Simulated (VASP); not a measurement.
Set up this calculation in VASP 6.6.1, as the native input.

- Task: single point
- Functional: PBE
- Potentials or basis: VASP PAW PBE potentials, release 64 (Li_sv, Cl)
- Cutoff: 520 eV
- k mesh: 4 × 4 × 4
- Occupations: gaussian, width 0.01 eV
- Spin: no spin polarisation
- Dipole correction: no
- Further INCAR settings: ALGO = Normal; EDIFF = 1e-06; NBANDS = 12

The structure of LiCl lies in POSCAR:

```
LiCl
1.0
    0.0000000000      2.5560252063      2.5560252063
    2.5560252063      0.0000000000      2.5560252063
    2.5560252063      2.5560252063      0.0000000000
Li Cl
1 1
Direct
    0.0000000000      0.0000000000      0.0000000000
    0.5000000000      0.5000000000      0.5000000000
```

These files were run (other wordings do the same):

INCAR

```
SYSTEM = LiCl
PREC     = Accurate       ! precision mode
ENCUT    = 520            ! plane-wave cutoff, eV
EDIFF    = 1E-6           ! SCF threshold, eV
ISMEAR   = 0              ! smearing method
SIGMA    = 0.01           ! smearing width, eV
LREAL    = .FALSE.        ! projectors in reciprocal space
LASPH    = .TRUE.         ! aspherical terms in the spheres
NELM     = 100            ! most SCF steps
ALGO     = Normal         ! electronic algorithm
ISIF     = 2              ! what is computed and relaxed
LWAVE    = .FALSE.        ! write WAVECAR
LCHARG   = .FALSE.        ! write CHGCAR
GGA      = PE             ! functional
NBANDS   = 12             ! bands
```

KPOINTS

```
regular mesh
0
G
  4 4 4
  0 0 0
```

Potentials or basis: VASP PAW PBE potentials, release 64 (Li_sv, Cl).

Launch:

```bash
$ cat potpaw_PBE.64/Li_sv/POTCAR potpaw_PBE.64/Cl/POTCAR > POTCAR
$ mpirun -np 1 vasp_std > vasp.out
```

It gave:

```
Band gap on the k mesh : 6.40 eV, direct
```

Caveat: the k points lie up to 0.53 Å⁻¹ apart.

Run time: 9.8 s on 1 thread of AMD EPYC 7R13, on a shared host, peak memory 0.11 GiB.
